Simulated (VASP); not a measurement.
# AgBr (Fm-3m) in VASP: a series of runs

The runs below take AgBr through single point, relaxation of cell and atoms, with PBE.

Everything below comes from runs of VASP 6.6.1. Logs are shortened: lines on timing, memory, paths and dates and some standing lists are left out, and cuts for length are marked.

### 1 The cell of the first run

It takes space group Fm-3m (No. 225, cubic). The conventional cell has a = 5.843 Å, b = 5.843 Å, c = 5.843 Å, α = 90.00°, β = 90.00°, γ = 90.00°. Within 3.8 Å of Ag (site symmetry m-3m) lie 6 Br at 2.92 Å. Within 3.8 Å of Br (site symmetry m-3m) lie 6 Ag at 2.92 Å.

### 2 Single point, PBE

The input, INCAR:

```
SYSTEM = AgBr
PREC = Accurate
ENCUT = 500
EDIFF = 1E-6
ISMEAR = 1
SIGMA = 0.15
LREAL = .FALSE.
LASPH = .TRUE.
NELM = 120
ALGO = Normal
ISIF = 2
LWAVE = .FALSE.
LCHARG = .FALSE.
GGA = PE
NBANDS = 16
GGA_COMPAT = .FALSE.
```

The input, KPOINTS:

```
Automatic mesh
0
G
  8 8 8
  0 0 0
```

The input, POSCAR:

```
AgBr
1.0
    0.0000000000      2.9216610906      2.9216610906
    2.9216610906      0.0000000000      2.9216610906
    2.9216610906      2.9216610906      0.0000000000
Ag Br
1 1
Direct
    0.0000000000      0.0000000000      0.0000000000
    0.5000000000      0.5000000000      0.5000000000
```

Potentials or basis: VASP PAW PBE potentials, release 64 (Ag, Br).

Run with:

```
$ cat potpaw_PBE.64/Ag/POTCAR potpaw_PBE.64/Br/POTCAR > POTCAR
$ mpirun -np 1 vasp_std > vasp.out
```

OUTCAR:

```text
SYSTEM = AgBr
   PREC = Accurate
   ENCUT = 500
   EDIFF = 1E-6
   ISMEAR = 1
   LREAL = .FALSE.
   LASPH = .TRUE.
   NELM = 120
   ISIF = 2
   GGA = PE

 ion  position               nearest neighbor table
   1  0.000  0.000  0.000-   2 2.92   2 2.92   2 2.92   2 2.92   2 2.92   2 2.92
   2  0.500  0.500  0.500-   1 2.92   1 2.92   1 2.92   1 2.92   1 2.92   1 2.92

  LATTYP: Found a face centered cubic cell.
 ALAT       =     5.8433221812

  Lattice vectors:

 A1 = (   0.0000000000,   2.9216610906,   2.9216610906)
 A2 = (   2.9216610906,   0.0000000000,   2.9216610906)
 A3 = (   2.9216610906,   2.9216610906,   0.0000000000)

Analysis of symmetry for initial positions (statically):
=====================================================================
 Subroutine PRICEL returns:
 Original cell was already a primitive cell.

 Routine SETGRP: Setting up the symmetry group for a
 face centered cubic supercell.

 Subroutine GETGRP returns: Found 48 space group operations
 (whereof 48 operations were pure point group operations)
 out of a pool of 48 trial point group operations.

The static configuration has the point symmetry O_h .

Analysis of symmetry for dynamics (positions and initial velocities):
=====================================================================
 Subroutine PRICEL returns:
 Original cell was already a primitive cell.

 Routine SETGRP: Setting up the symmetry group for a
 face centered cubic supercell.

 Subroutine GETGRP returns: Found 48 space group operations
 (whereof 48 operations were pure point group operations)
 out of a pool of 48 trial point group operations.

The dynamic configuration has the point symmetry O_h .

 Subroutine INISYM returns: Found 48 space group operations
 (whereof 48 operations are pure point group operations),
 and found     1 'primitive' translations

----------------------------------------------------------------------------------------

                                     Primitive cell

  volume of cell :      49.8792

  direct lattice vectors                    reciprocal lattice vectors
     0.000000000  2.921661091  2.921661091    -0.171135523  0.171135523  0.171135523
     2.921661091  0.000000000  2.921661091     0.171135523 -0.171135523  0.171135523
     2.921661091  2.921661091  0.000000000     0.171135523  0.171135523 -0.171135523

  length of vectors
     4.131852739  4.131852739  4.131852739     0.296415422  0.296415422  0.296415422

[... 74 lines left out ...]
   ISPIN  =      1    spin polarized calculation?
   LNONCOLLINEAR =      F non collinear calculations
   LSORBIT =      F    spin-orbit coupling
   LASPH  =      T    aspherical Exc in radial PAW
   ENCUT  =  500.0 eV  36.75 Ry    6.06 a.u.   7.53  7.53  7.53*2*pi/ulx,y,z
   NELM   =    120;   NELMIN=  2; NELMDL= -5     # of ELM steps
   EDIFF  = 0.1E-05   stopping-criterion for ELM
   LREAL  =      F    real-space projection
   EDIFFG = 0.1E-04   stopping-criterion for IOM
   NSW    =      0    number of steps for IOM
   IBRION =     -1    ionic relax: 0-MD 1-quasi-New 2-CG
   NFREE  =      0    steps in history (QN), initial steepest desc. (CG)
   ISIF   =      2    stress and relaxation
   ISYM   =      2    0-nonsym 1-usesym 2-fastsym
   POTIM  = 0.5000    time-step for ionic-motion
   TEBEG  =    0.0;   TEEND  =   0.0 temperature during run
   PSTRESS=    0.0 pullay stress
   NELECT =      18.0000    total number of electrons
   NUPDOWN=      -1.0000    fix difference up-down
   EMIN   =  10.00;   EMAX   =-10.00  energy-range for DOS
   EFERMI =   0.00;   METHOD = LEGACY
   ISMEAR =     1;   SIGMA  =   0.15  broadening in eV -4-tet -1-fermi 0-gaus
   EFERMI_NEDOS =   21; number of points for ismear=-14 and -15
   IALGO  =     38    algorithm
   IMIX   =      4    mixing-type and parameters
     AMIX     =   0.40;   BMIX     =  1.00
     AMIX_MAG =   1.60;   BMIX_MAG =  1.00
  volume/ion in A,a.u.               =      24.94       168.30
  Fermi-wavevector in a.u.,A,eV,Ry     =   1.165536  2.202544 18.483175  1.358475
  Thomas-Fermi vector in A             =   2.302061
   LORBIT       =      0    0 simple, 1 ext, 2 COOP (PROOUT), +10 PAW based schemes
   GGA     = PE    functional components
   LHFCALC =     F    Hartree Fock is set to
   AEXX    =    0.0000 exact exchange contribution
   IVDW    =     0    specifies the selected vdW correction
   LEPSILON=     F    determine dielectric tensor
   LRPA    =     F    only Hartree local field effects (RPA)
 non-spin polarized calculation
 Methfessel and Paxton  Order N= 1 SIGMA  =   0.15
  energy-cutoff  :      500.00
  volume of cell :       49.88
 maximum number of plane-waves:      1283
   NGX = 15   NGY = 15   NGZ = 15

 number of electron      18.0000001 magnetization

 Free energy of the ion-electron system (eV)
  ---------------------------------------------------
  ext. energy  EPLUGINS =         0.00000000
  ---------------------------------------------------
  free energy    TOTEN  =        -4.99951715 eV

  energy without entropy =       -5.00085233  energy(sigma->0) =       -4.99996221

 E-fermi :   3.0623     XC(G=0):  -9.5903

 val. band max:        2.9833903557   @ k =   0.5000   0.0000   0.0000
 cond. band min:       3.6712353732   @ k =   0.0000   0.0000   0.0000
 fundamental gap:      0.6878450175
 Fermi energy:         3.0622753775

 k-point     1 :       0.0000    0.0000    0.0000
  band No.  band energies     occupation
      1     -11.7637      2.00000
      2       0.4014      2.00000
      3       0.4014      2.00000
      4       0.4018      2.00000
      5       0.4018      2.00000
      6       0.4018      2.00000
[... 433 lines left out ...]
      3      -0.7656      2.00000
      4      -0.7483      2.00000
      5       0.6253      2.00000
      6       0.6761      2.00000
[... 8 lines left out ...]
     15      15.4162      0.00000
     16      17.1426      0.00000

 [... further k-points ...]
[... 5 lines left out ...]
  --------------------------------------------------------------------------------------
  -------------------------------------------------------------------------------------
  Total       -0.0267124     -0.0267124     -0.0267124      0.0000000      0.0000000      0.0000000
  in kB       -0.8580323     -0.8580323     -0.8580323      0.0000000      0.0000000      0.0000000
  external PRESSURE =      -0.8580323 kB  Pullay stress =       0.0000000 kB

 VOLUME and BASIS-vectors are now :
 -----------------------------------------------------------------------------
  energy-cutoff  :      500.00
  volume of cell :       49.88
      direct lattice vectors                 reciprocal lattice vectors
     0.000000000  2.921661091  2.921661091    -0.171135523  0.171135523  0.171135523
     2.921661091  0.000000000  2.921661091     0.171135523 -0.171135523  0.171135523
     2.921661091  2.921661091  0.000000000     0.171135523  0.171135523 -0.171135523

 POSITION                                       TOTAL-FORCE (eV/Angst)
 -----------------------------------------------------------------------------------
      0.00000      0.00000      0.00000        -0.000000     -0.000000     -0.000000
      2.92166      2.92166      2.92166         0.000000      0.000000      0.000000
 -----------------------------------------------------------------------------------
    total drift:                               -0.000000      0.000000      0.000000

  FREE ENERGIE OF THE ION-ELECTRON SYSTEM (eV)
  ---------------------------------------------------
  free  energy   TOTEN  =        -4.9995171479 eV

  energy  without entropy=       -5.0008523346  energy(sigma->0) =       -4.99996221
```

OSZICAR:

```text
N       E                     dE             d eps       ncg     rms          rms(c)
DAV:   1     0.935754596030E+02    0.93575E+02   -0.82292E+03   960   0.959E+02
DAV:   2    -0.184730670397E+01   -0.95423E+02   -0.89085E+02  1136   0.211E+02
DAV:   3    -0.510462117487E+01   -0.32573E+01   -0.32500E+01  1112   0.398E+01
DAV:   4    -0.512140786637E+01   -0.16787E-01   -0.16786E-01  1192   0.314E+00
DAV:   5    -0.512156922798E+01   -0.16136E-03   -0.16136E-03  1104   0.299E-01    0.515E+00
DAV:   6    -0.500374033693E+01    0.11783E+00   -0.18000E-01  1144   0.597E+00    0.341E+00
DAV:   7    -0.499935070638E+01    0.43896E-02   -0.62317E-02  1008   0.164E+00    0.147E+00
DAV:   8    -0.499943267122E+01   -0.81965E-04   -0.43471E-03  1168   0.656E-01    0.257E-01
DAV:   9    -0.499948371612E+01   -0.51045E-04   -0.49637E-04  1120   0.246E-01    0.353E-02
DAV:  10    -0.499951076140E+01   -0.27045E-04   -0.44900E-05  1152   0.853E-02    0.223E-02
DAV:  11    -0.499951736775E+01   -0.66063E-05   -0.14026E-05  1096   0.294E-02    0.620E-03
DAV:  12    -0.499951714787E+01    0.21988E-06   -0.99195E-07   824   0.938E-03
   1 F= -.49995171E+01 E0= -.49999622E+01  d E =0.133519E-02
```

stdout:

```text
POSCAR found type information on POSCAR AgBr
 POSCAR found :  2 types and       2 ions
 scaLAPACK will be used
 LDA part: xc-table for (Slater+PW92), standard interpolation
 POSCAR, INCAR and KPOINTS ok, starting setup
 FFT: planning ... GRIDC
 FFT: planning ... GRID_SOFT
 FFT: planning ... GRID
 WAVECAR not read
 entering main loop
```

It took 37 s on 1 thread of Intel Xeon Platinum 8375C at 2.90GHz (Ice Lake), shared host; peak memory 0.17 GiB.

Results:

* Free energy: -4.9995 eV
* Pressure: -0.1 GPa
* Band gap on the k mesh: 0.69 eV (least direct gap 2.43 eV)

Levels at points of the mesh, in eV from the valence-band top:
```csv
k point,band 5,band 6,band 7,band 8,band 9,band 10,band 11,band 12,band 13,band 14
"(0.00, 0.00, 0.00)",-2.58,-2.58,-1.75,-1.75,-1.75,0.69,9.93,9.93,9.93,11.25
"(0.50, 0.00, 0.00)",-2.31,-2.31,-2.00,0.00,0.00,3.88,6.28,6.86,6.86,12.13
"(0.50, 0.50, 0.00)",-2.57,-2.44,-2.22,-2.22,-2.16,1.71,7.15,8.85,10.79,10.79
```

Caveat: semilocal functionals underestimate gaps, and a narrow one can read as zero. A k mesh can miss the band edges.

### 3 Relaxation of cell and atoms, PBE

This run uses another cell than the first one, of 23.64 Å³/atom.

The input, INCAR:

```
ALGO     = Normal         # electronic algorithm
EDIFF    = 1E-7           # SCF threshold, eV
EDIFFG   = -0.005         # ionic threshold
ENCUT    = 500            # plane-wave cutoff, eV
GGA      = PE             # functional
GGA_COMPAT= False        
IBRION   = 2              # ionic algorithm
ISIF     = 3              # what is computed and relaxed
ISMEAR   = 1              # smearing method
LASPH    = True           # aspherical terms in the spheres
LCHARG   = False          # write CHGCAR
LREAL    = False          # projectors in reciprocal space
LWAVE    = False          # write WAVECAR
NELM     = 120            # most SCF steps
NELMIN   = 4            
NSW      = 100            # ionic steps
PREC     = Accurate       # precision mode
SIGMA    = 0.15           # smearing width, eV
```

The input, KPOINTS:

```
k-points
0
Gamma
  8 8 8
```

The input, POSCAR:

```
AgBr
1.0
    0.0000000000      2.8701500000      2.8701500000
    2.8701500000      0.0000000000      2.8701500000
    2.8701500000      2.8701500000      0.0000000000
Ag Br
1 1
Direct
    0.0000000000      0.0000000000      0.0000000000
    0.5000000000      0.5000000000      0.5000000000
```

Potentials or basis: VASP PAW PBE potentials, release 64 (Ag, Br).

Run with:

```
$ cat potpaw_PBE.64/Ag/POTCAR potpaw_PBE.64/Br/POTCAR > POTCAR
$ mpirun -np 1 vasp_std > vasp.out
```

It took 70 s on 1 thread of Intel Xeon Platinum 8375C at 2.90GHz (Ice Lake), shared host; peak memory 0.18 GiB.

Results (log left out):

```
Free energy                           : -4.9993 eV
Relaxed volume                        : 24.89 Å³/atom
Relaxed cell                          : a = 4.129 Å, b = 4.129 Å, c = 4.129 Å, α = 60.00°, β = 60.00°, γ = 60.00°
Space group after relaxing (to 0.1 Å) : Fm-3m (No. 225)
Energy gained by relaxing             : 8.4 meV/atom
Ionic steps                           : 3
Pressure after relaxing               : 0.0 GPa
Band gap on the k mesh                : 0.69 eV (least direct gap 2.44 eV)
```

The path:
```
step  energy change (eV)  largest force (eV/Å)  pressure (GPa)  volume (Å³)
   1              0.0000                0.0000            2.27        47.29
   2             -0.0167                0.0000            0.12        49.62
   3             -0.0167                0.0000            0.00        49.77
```

Final structure:
```
Ag Br
1.0
     0.00000    2.91958    2.91958
     2.91958    0.00000    2.91958
     2.91958    2.91958    0.00000
Ag Br
1 1
Direct
  0.00000 0.00000 0.00000
  0.50000 0.50000 0.50000
```

Levels at points of the mesh, in eV from the valence-band top:
```csv
k point,band 7,band 8,band 9,band 10,band 11,band 12
"(0.00, 0.00, 0.00)",-1.75,-1.75,-1.75,0.69,9.93,9.93
"(0.50, 0.00, 0.00)",-2.00,0.00,0.00,3.88,6.30,6.86
"(0.50, 0.50, 0.00)",-2.23,-2.23,-2.16,1.71,7.15,8.86
```

Caveat: semilocal functionals underestimate gaps, and a narrow one can read as zero.
